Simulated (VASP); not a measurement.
# Al in VASP: a series of runs

Runs on Al. Level: PBEsol. Tasks: single point.

Program: VASP 6.6.1. These are calculated values, not measurements. Logs are shortened: lines on timing, memory, paths and dates and some standing lists are left out, and cuts for length are marked.

**1. The cell of the first run**

The structure is tetragonal, space group I4/mmm (No. 139). The conventional cell has a = 2.877 Å, b = 2.877 Å, c = 3.895 Å, α = 90.00°, β = 90.00°, γ = 90.00°. Within 3.7 Å of Al (site symmetry 4/mmm) lie 12 Al at 2.82 to 2.88 Å.

**2. Single point, PBEsol (uniaxial strain along c: -3.0 %, then relaxed in part)**

The input, INCAR:

```
SYSTEM = Al
ALGO = Normal ; EDIFF = 1E-6
ENCUT = 520 ; GGA = PS
ISIF = 2 ; ISMEAR = 0
LASPH = .TRUE. ; LCHARG = .FALSE.
LREAL = .FALSE. ; LWAVE = .FALSE.
NBANDS = 10 ; NELM = 60
PREC = Accurate ; SIGMA = 0.1
```

The input, KPOINTS:

```
k-points
0
G
  18 18 14
  0 0 0
```

The input, POSCAR:

```
Al
1.0
    2.0341783755      2.0341783755      0.0000000000
   -2.0341783755      2.0341783755      0.0000000000
    0.0000000000      0.0000000000      3.8949308222
Al
2
Direct
    0.0000000000      0.0000000000      0.0000000000
    0.5000000000      0.5000000000      0.5000000000
```

Potentials or basis: VASP PAW PBE potentials, release 64 (Al).

Started as:

```console
$ cat potpaw_PBE.64/Al/POTCAR > POTCAR
$ mpirun -np 1 vasp_std > vasp.out
```

OUTCAR:

```text
SYSTEM = Al
   EDIFF = 1E-6
   ENCUT = 520
   GGA = PS
   ISIF = 2
   ISMEAR = 0
   LASPH = .TRUE.
   LREAL = .FALSE.
   NELM = 60
   PREC = Accurate

 ion  position               nearest neighbor table
   1  0.000  0.000  0.000-   2 2.82   2 2.82   2 2.82   2 2.82   2 2.82   2 2.82   2 2.82   2 2.82

   2  0.500  0.500  0.500-   1 2.82   1 2.82   1 2.82   1 2.82   1 2.82   1 2.82   1 2.82   1 2.82

  LATTYP: Found a simple tetragonal cell.
 ALAT       =     2.8767626469
 C/A-ratio  =     1.3539284607

  Lattice vectors:

 A1 = (   2.0341783755,   2.0341783755,   0.0000000000)
 A2 = (  -2.0341783755,   2.0341783755,   0.0000000000)
 A3 = (   0.0000000000,   0.0000000000,   3.8949308222)

Analysis of symmetry for initial positions (statically):
=====================================================================
 Subroutine PRICEL returns following result:

  LATTYP: Found a body centered tetragonal cell.
 ALAT       =     2.8767626469
 C/A-ratio  =     1.3539284607

  Lattice vectors:

 A1 = (   0.0000000000,  -2.0341783755,  -1.9474654111)
 A2 = (   0.0000000000,   2.0341783755,  -1.9474654111)
 A3 = (   2.0341783755,   0.0000000000,   1.9474654111)

   2 primitive cells build up your supercell.

 Routine SETGRP: Setting up the symmetry group for a
 simple tetragonal supercell.

 Subroutine GETGRP returns: Found 16 space group operations
 (whereof 16 operations were pure point group operations)
 out of a pool of 16 trial point group operations.

The static configuration has the point symmetry D_4h.

Analysis of symmetry for dynamics (positions and initial velocities):
=====================================================================
 Subroutine PRICEL returns following result:

  LATTYP: Found a body centered tetragonal cell.
 ALAT       =     2.8767626469
 C/A-ratio  =     1.3539284607

  Lattice vectors:

 A1 = (   0.0000000000,  -2.0341783755,  -1.9474654111)
 A2 = (   0.0000000000,   2.0341783755,  -1.9474654111)
 A3 = (   2.0341783755,   0.0000000000,   1.9474654111)

   2 primitive cells build up your supercell.

 Routine SETGRP: Setting up the symmetry group for a
 simple tetragonal supercell.

 Subroutine GETGRP returns: Found 16 space group operations
 (whereof 16 operations were pure point group operations)
 out of a pool of 16 trial point group operations.

The dynamic configuration has the point symmetry D_4h.

 Subroutine INISYM returns: Found 16 space group operations
[... 100 lines left out ...]
   NFREE  =      0    steps in history (QN), initial steepest desc. (CG)
   ISIF   =      2    stress and relaxation
   ISYM   =      2    0-nonsym 1-usesym 2-fastsym
   POTIM  = 0.5000    time-step for ionic-motion
   TEBEG  =    0.0;   TEEND  =   0.0 temperature during run
   PSTRESS=    0.0 pullay stress
   NELECT =       6.0000    total number of electrons
   NUPDOWN=      -1.0000    fix difference up-down
   EMIN   =  10.00;   EMAX   =-10.00  energy-range for DOS
   EFERMI =   0.00;   METHOD = LEGACY
   ISMEAR =     0;   SIGMA  =   0.10  broadening in eV -4-tet -1-fermi 0-gaus
   EFERMI_NEDOS =   21; number of points for ismear=-14 and -15
   IALGO  =     38    algorithm
   IMIX   =      4    mixing-type and parameters
     AMIX     =   0.40;   BMIX     =  1.00
     AMIX_MAG =   1.60;   BMIX_MAG =  1.00
  volume/ion in A,a.u.               =      16.12       108.76
  Fermi-wavevector in a.u.,A,eV,Ry     =   0.934737  1.766396 11.887856  0.873733
  Thomas-Fermi vector in A             =   2.061572
   LORBIT       =      0    0 simple, 1 ext, 2 COOP (PROOUT), +10 PAW based schemes
   GGA     = PS    functional components
   LHFCALC =     F    Hartree Fock is set to
   AEXX    =    0.0000 exact exchange contribution
   IVDW    =     0    specifies the selected vdW correction
   LEPSILON=     F    determine dielectric tensor
   LRPA    =     F    only Hartree local field effects (RPA)
 non-spin polarized calculation
 Gauss-broadening in eV      SIGMA  =   0.10
  energy-cutoff  :      520.00
  volume of cell :       32.23
 maximum number of plane-waves:       888
 NGX is ok and might be reduce to    24
   NGX = 11   NGY = 11   NGZ = 15

 number of electron       6.0000000 magnetization

 Free energy of the ion-electron system (eV)
  ---------------------------------------------------
  ext. energy  EPLUGINS =         0.00000000
  ---------------------------------------------------
  free energy    TOTEN  =        -8.17794071 eV

  energy without entropy =       -8.17360468  energy(sigma->0) =       -8.17577269

 E-fermi :   8.2028     XC(G=0): -10.3427

 val. band max:        8.1962221817   @ k =   0.2222   0.0000   0.0000
 cond. band min:       8.2053968552   @ k =   0.4444   0.1111   0.2143
 fundamental gap:      0.0091746734
 Fermi energy:         8.2028284323

 k-point     1 :       0.0000    0.0000    0.0000
  band No.  band energies     occupation
      1      -3.0963      2.00000
      2       5.6700      2.00000
      3       7.1878      2.00000
      4      13.1203      0.00000
      5      13.3593      0.00000
      6      13.3593      0.00000
      7      16.9389      0.00000
      8      20.7908      0.00000
      9      20.7908      0.00000
     10      21.2582      0.00000
[... 287 lines left out ...]
 k-point    24 :       0.3333    0.1111    0.0000
  band No.  band energies     occupation
      1      -0.9059      2.00000
      2       4.8237      2.00000
      3       7.6768      2.00000
      4       9.3576      0.00000
      5      12.4847      0.00000
      6      13.1200      0.00000
      7      14.7574      0.00000
      8      17.7724      0.00000
      9      19.8516      0.00000
     10      20.3083      0.00000

 [... further k-points ...]

------------------------ aborting loop because EDIFF is reached ----------------------------------------

  FORCE on cell =-STRESS in cart. coord.  units (eV):
  Direction    XX          YY          ZZ          XY          YZ          ZX
  --------------------------------------------------------------------------------------
  -------------------------------------------------------------------------------------
  Total        0.0146333      0.0146333      0.3146488      0.0000000      0.0000000     -0.0000000
  in kB        0.7273528      0.7273528     15.6397158      0.0000000      0.0000000     -0.0000000
  external PRESSURE =       5.6981405 kB  Pullay stress =       0.0000000 kB

 VOLUME and BASIS-vectors are now :
 -----------------------------------------------------------------------------
  energy-cutoff  :      520.00
  volume of cell :       32.23
      direct lattice vectors                 reciprocal lattice vectors
     2.034178375  2.034178375  0.000000000     0.245799486  0.245799486  0.000000000
    -2.034178375  2.034178375  0.000000000    -0.245799486  0.245799486  0.000000000
     0.000000000  0.000000000  3.894930822     0.000000000  0.000000000  0.256743969

 POSITION                                       TOTAL-FORCE (eV/Angst)
 -----------------------------------------------------------------------------------
      0.00000      0.00000      0.00000        -0.000000      0.000000     -0.000000
      0.00000      2.03418      1.94747         0.000000     -0.000000      0.000000
 -----------------------------------------------------------------------------------
    total drift:                               -0.000000      0.000000     -0.000000

  FREE ENERGIE OF THE ION-ELECTRON SYSTEM (eV)
  ---------------------------------------------------
  free  energy   TOTEN  =        -8.1779407077 eV

  energy  without entropy=       -8.1736046816  energy(sigma->0) =       -8.17577269
```

OSZICAR:

```text
N       E                     dE             d eps       ncg     rms          rms(c)
DAV:   1    -0.889580353522E+00   -0.88958E+00   -0.21748E+03  8816   0.440E+02
DAV:   2    -0.807569457246E+01   -0.71861E+01   -0.69560E+01 11608   0.553E+01
DAV:   3    -0.823454359232E+01   -0.15885E+00   -0.15704E+00 11380   0.637E+00
DAV:   4    -0.823529852663E+01   -0.75493E-03   -0.75484E-03 10420   0.496E-01
DAV:   5    -0.823530480581E+01   -0.62792E-05   -0.62789E-05 10472   0.440E-02    0.203E+00
DAV:   6    -0.820108333030E+01    0.34221E-01   -0.39965E-03  9740   0.304E-01    0.115E+00
DAV:   7    -0.817804762151E+01    0.23036E-01   -0.10359E-02  9466   0.472E-01    0.215E-01
DAV:   8    -0.817794327438E+01    0.10435E-03   -0.98716E-05 11732   0.615E-02    0.254E-02
DAV:   9    -0.817794144738E+01    0.18270E-05   -0.10403E-06 10046   0.581E-03    0.210E-03
DAV:  10    -0.817794070774E+01    0.73964E-06   -0.14089E-08  5554   0.825E-04
   1 F= -.81779407E+01 E0= -.81757727E+01  d E =-.433603E-02
```

stdout:

```text
POSCAR found type information on POSCAR Al
 POSCAR found :  1 types and       2 ions
 scaLAPACK will be used
 -----------------------------------------------------------------------------
|                                                                             |
|                                                                             |
|     You enforced a specific xc type in the INCAR file but a different       |
|     I HOPE YOU KNOW WHAT YOU ARE DOING!                                     |
|                                                                             |
 -----------------------------------------------------------------------------

 LDA part: xc-table for (Slater+PW92), standard interpolation
 POSCAR, INCAR and KPOINTS ok, starting setup
 FFT: planning ... GRIDC
 FFT: planning ... GRID_SOFT
 FFT: planning ... GRID
 WAVECAR not read
 entering main loop
```

It took 24 s on 1 thread of Intel Xeon 6975P-C (Granite Rapids), shared host; peak memory 0.23 GiB.

Results:

```
Free energy            : -8.1779 eV
Pressure               : 0.6 GPa
Band gap on the k mesh : zero (band 3 reaches 15.42 eV, above the bottom of band 4 at 3.80 eV)
```

Caveat: the cell differs from its parent crystal (uniaxial strain along c: -3.0 %, then relaxed in part); the PAW data sets were made with another functional, which shifts forces and pressure a little.

**3. Single point, PBEsol**

This run uses another cell than the first one, of 16.19 Å³/atom, 1.004 times its volume.

The input, INCAR:

```
ALGO = Fast
EDIFF = 1E-7
ENCUT = 520
GGA = PS
ISIF = 2
ISMEAR = 0
LASPH = True
LCHARG = False
LREAL = False
LWAVE = False
NBANDS = 10
NELM = 60
PREC = Accurate
SIGMA = 0.1
```

The input, KPOINTS:

```
k-points
0
Gamma
  18 18 14
```

The input, POSCAR:

```
Al
1.0
    2.0076963001      2.0076963001      0.0000000000
   -2.0076963001      2.0076963001      0.0000000000
    0.0000000000      0.0000000000      4.0153926002
Al
2
Direct
    0.0000000000      0.0000000000      0.0000000000
    0.5000000000      0.5000000000      0.5000000000
```

Potentials or basis: VASP PAW PBE potentials, release 64 (Al).

Started as:

```console
$ cat potpaw_PBE.64/Al/POTCAR > POTCAR
$ mpirun -np 1 vasp_std > vasp.out
```

It took 34 s on 1 thread of Intel Xeon 6975P-C (Granite Rapids), shared host; peak memory 0.22 GiB.

The run converged. Its results:

- Free energy: -8.1862 eV
- Pressure: 0.0 GPa
- Band gap on the k mesh: zero (band 3 reaches 15.66 eV, above the bottom of band 4 at 3.75 eV)

Levels at points of the mesh, in eV from the Fermi level:
```tsv
k point	band 1	band 2	band 3	band 4	band 5	band 6	band 7	band 8
(0.00, 0.00, 0.00)	-11.26	-2.96	-1.61	5.26	5.68	5.68	9.24	12.71
(0.50, 0.00, 0.00)	-6.75	-6.75	1.24	1.24	2.81	2.81	9.60	9.60
(0.50, 0.50, 0.00)	-2.96	-2.96	-1.61	-1.61	5.26	5.26	5.68	5.68
(0.00, 0.00, 0.50)	-8.98	-8.98	7.51	7.51	7.62	7.62	7.62	7.62
(0.50, 0.00, 0.50)	-4.67	-4.67	-4.40	-4.40	11.53	11.53	11.53	11.54
(0.50, 0.50, 0.50)	-0.86	-0.86	-0.86	-0.86	0.12	0.12	1.22	1.22
```

Caveat: the PAW data sets were made with another functional, which shifts forces and pressure a little.

**4. Single point, PBEsol (uniaxial strain along c: +1.5 %, then relaxed in part)**

The input, INCAR:

```
SYSTEM = Al
PREC = Accurate
ENCUT = 520
EDIFF = 1E-6
ISMEAR = 0
SIGMA = 0.1
LREAL = .False.
LASPH = .True.
NELM = 60
ALGO = Fast
ISIF = 2
LWAVE = .False.
LCHARG = .False.
GGA = PS
NBANDS = 10
```

The input, KPOINTS:

```
regular mesh
0
Gamma
  18 18 14
  0 0 0
```

The input, POSCAR:

```
Al
1.0
    1.9980933979      1.9980933979      0.0000000000
   -1.9980933979      1.9980933979      0.0000000000
    0.0000000000      0.0000000000      4.0756234892
Al
2
Direct
    0.0000000000      0.0000000000      0.0000000000
    0.5000000000      0.5000000000      0.5000000000
```

Potentials or basis: VASP PAW PBE potentials, release 64 (Al).

Started as:

```console
$ cat potpaw_PBE.64/Al/POTCAR > POTCAR
$ mpirun -np 1 vasp_std > vasp.out
```

OUTCAR:

```text
SYSTEM = Al
   PREC = Accurate
   ENCUT = 520
   EDIFF = 1E-6
   ISMEAR = 0
   LREAL = .False.
   LASPH = .True.
   NELM = 60
   ISIF = 2
   GGA = PS

 ion  position               nearest neighbor table
   1  0.000  0.000  0.000-   2 2.85   2 2.85   2 2.85   2 2.85   2 2.85   2 2.85   2 2.85   2 2.85

   2  0.500  0.500  0.500-   1 2.85   1 2.85   1 2.85   1 2.85   1 2.85   1 2.85   1 2.85   1 2.85

  LATTYP: Found a simple tetragonal cell.
 ALAT       =     2.8257307822
 C/A-ratio  =     1.4423254738

  Lattice vectors:

 A1 = (   1.9980933979,   1.9980933979,   0.0000000000)
[... 514 lines left out ...]
      8      18.4647      0.00000
      9      20.2446      0.00000
     10      20.5659      0.00000

 [... further k-points ...]
[... 5 lines left out ...]
  --------------------------------------------------------------------------------------
  -------------------------------------------------------------------------------------
  Total        0.0120828      0.0120828     -0.2952764      0.0000000      0.0000000      0.0000000
  in kB        0.5948684      0.5948684    -14.5372979      0.0000000      0.0000000      0.0000000
  external PRESSURE =      -4.4491870 kB  Pullay stress =       0.0000000 kB

 VOLUME and BASIS-vectors are now :
 -----------------------------------------------------------------------------
  energy-cutoff  :      520.00
  volume of cell :       32.54
      direct lattice vectors                 reciprocal lattice vectors
     1.998093398  1.998093398  0.000000000     0.250238553  0.250238553  0.000000000
    -1.998093398  1.998093398  0.000000000    -0.250238553  0.250238553  0.000000000
     0.000000000  0.000000000  4.075623489     0.000000000  0.000000000  0.245361232

 POSITION                                       TOTAL-FORCE (eV/Angst)
 -----------------------------------------------------------------------------------
      0.00000      0.00000      0.00000         0.000000     -0.000000      0.000000
      0.00000      1.99809      2.03781        -0.000000      0.000000      0.000000
 -----------------------------------------------------------------------------------
    total drift:                               -0.000000      0.000000     -0.000000

  FREE ENERGIE OF THE ION-ELECTRON SYSTEM (eV)
  ---------------------------------------------------
  free  energy   TOTEN  =        -8.1843400537 eV

  energy  without entropy=       -8.1803465246  energy(sigma->0) =       -8.18234329
```

Run time: 32 s. Hardware: 1 thread of Intel Xeon 6975P-C (Granite Rapids), shared host; peak memory 0.22 GiB.

Results:

* Free energy: -8.1843 eV
* Pressure: -0.4 GPa
* Band gap on the k mesh: zero (band 3 reaches 15.68 eV, above the bottom of band 4 at 3.70 eV)

Caveat: the cell differs from its parent crystal (uniaxial strain along c: +1.5 %, then relaxed in part); the PAW data sets were made with another functional, which shifts forces and pressure a little.

**5. Single point, PBEsol (uniaxial strain along c: +1.5 %)**

The input, INCAR:

```
SYSTEM = Al
ALGO     = Fast           ! electronic algorithm
EDIFF    = 1E-6           ! SCF threshold, eV
ENCUT    = 520            ! plane-wave cutoff, eV
GGA      = PS             ! functional
ISIF     = 2              ! what is computed and relaxed
ISMEAR   = 0              ! smearing method
LASPH    = .TRUE.         ! aspherical terms in the spheres
LCHARG   = .FALSE.        ! write CHGCAR
LREAL    = .FALSE.        ! projectors in reciprocal space
LWAVE    = .FALSE.        ! write WAVECAR
NBANDS   = 10             ! bands
NELM     = 60             ! most SCF steps
PREC     = Accurate       ! precision mode
SIGMA    = 0.1            ! smearing width, eV
```

The input, KPOINTS:

```
k-points
0
G
  18 18 14
  0 0 0
```

The input, POSCAR:

```
Al
1.0
    2.0001674390      2.0001674390      0.0000000000
   -2.0001674390      2.0001674390      0.0000000000
    0.0000000000      0.0000000000      4.0756234892
Al
2
Direct
    0.0000000000      0.0000000000      0.0000000000
    0.5000000000      0.5000000000      0.5000000000
```

Started as:

```console
$ cat potpaw_PBE.64/Al/POTCAR > POTCAR
$ mpirun -np 1 vasp_std > vasp.out
```

Wall time 32 s (1 thread of Intel Xeon 6975P-C (Granite Rapids), shared host); peak memory 0.22 GiB.

It converged, with:

* Free energy: -8.1843 eV
* Pressure: -0.6 GPa
* Band gap on the k mesh: zero (band 3 reaches 15.65 eV, above the bottom of band 4 at 3.68 eV)

Stress tensor (GPa, compression positive):
```
-0.15  0.00  0.00
 0.00 -0.15  0.00
 0.00  0.00 -1.55
```

Levels at points of the mesh, in eV from the Fermi level:
| k point | band 1 | band 2 | band 3 | band 4 | band 5 | band 6 |
| --- | --- | --- | --- | --- | --- | --- |
| (0.00, 0.00, 0.00) | -11.22 | -3.14 | -1.88 | 5.39 | 5.86 | 5.86 |
| (0.50, 0.00, 0.00) | -6.67 | -6.67 | 1.11 | 1.11 | 2.57 | 2.57 |
| (0.50, 0.50, 0.00) | -2.87 | -2.87 | -1.49 | -1.49 | 5.18 | 5.18 |
| (0.00, 0.00, 0.50) | -9.01 | -9.01 | 7.56 | 7.56 | 7.75 | 7.75 |
| (0.50, 0.00, 0.50) | -4.65 | -4.65 | -4.40 | -4.40 | 11.26 | 11.26 |
| (0.50, 0.50, 0.50) | -0.83 | -0.83 | -0.83 | -0.83 | 0.20 | 0.20 |

Caveat: the cell differs from its parent crystal (uniaxial strain along c: +1.5 %); the PAW data sets were made with another functional, which shifts forces and pressure a little.

**6. The runs side by side**

```tsv
cell	gap on the mesh (eV)	pressure (GPa)
a = 2.877, b = 2.877, c = 3.895 Å, 2 atoms	none	0.6
a = 2.839, b = 2.839, c = 4.015 Å, 2 atoms	none	0.0
a = 2.826, b = 2.826, c = 4.076 Å, 2 atoms	none	-0.4
a = 2.829, b = 2.829, c = 4.076 Å, 2 atoms	none	-0.6
```

Alike in all rows: task single point; level PBEsol; potentials or basis VASP PAW PBE potentials, release 64 (Al); no spin polarisation; k mesh 18 × 18 × 14; cutoff (eV) 520; smearing gaussian 0.1 eV.

Caveats: the PAW data sets were made with another functional, which shifts forces and pressure a little.

Absolute energies hang on the potentials; compare differences alone.
